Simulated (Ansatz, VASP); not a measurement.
TlCl in VASP and in Ansatz

File INCAR:

```
SYSTEM = TlCl
PREC = Accurate
ENCUT = 500
EDIFF = 1E-6
ISMEAR = -1
SIGMA = 0.02
LREAL = .FALSE.
LASPH = .TRUE.
NELM = 120
ALGO = Normal
ISIF = 2
LWAVE = .FALSE.
LCHARG = .FALSE.
GGA = PE
NBANDS = 17
GGA_COMPAT = .FALSE.
```

KPOINTS

```
regular mesh
0
G
  8 8 8
  0 0 0
```

File POSCAR:

```
TlCl
1.0
    3.8656873874      0.0000000000      0.0000000000
    0.0000000000      3.8656873874      0.0000000000
    0.0000000000      0.0000000000      3.8656873874
Tl Cl
1 1
Direct
    0.0000000000      0.0000000000      0.0000000000
    0.5000000000      0.5000000000      0.5000000000
```

Input for Ansatz:

```yaml
crystal:
  lattice:
    - [3.8656873874, 0.0, 0.0]
    - [0.0, 3.8656873874, 0.0]
    - [0.0, 0.0, 3.8656873874]
  atoms:
    - { symbol: Tl, position: [0.0, 0.0, 0.0] }
    - { symbol: Cl, position: [0.5, 0.5, 0.5] }
kpoints:
  mp_grid: { grid: [8, 8, 8] }
scf:
  occupations: { method: fermi_dirac, width: 0.02 }
hamiltonian:
  xc: pbe
  pseudopotentials: { kind: all_electron, lapw: { basis_error: 0.001 } }
output:
  forces: true
  stress: true
  eigenvalues: true
```

Change from the starting cell: volume scaled by 1.025.

Alike in both runs: task single point; functional PBE; k mesh 8 × 8 × 8; occupations fermi-dirac, width 0.02 eV; no spin polarisation.

|  | VASP | Ansatz |
| --- | --- | --- |
| version | VASP 6.6.1 | Ansatz 0.2.0 |
| potentials or method | VASP PAW PBE potentials, release 64 (Tl_d, Cl), cutoff 500 eV | all-electron LAPW, scalar-relativistic |

```tsv
	VASP	Ansatz	Ansatz less VASP
gap on the k mesh at the Fermi level (eV)	2.14	2.14	-0.007
pressure (GPa)	0.6	0.6	+0.07
```

Ansatz ran all-electron here, and VASP with PAW potentials.

Spin-orbit coupling is off throughout.
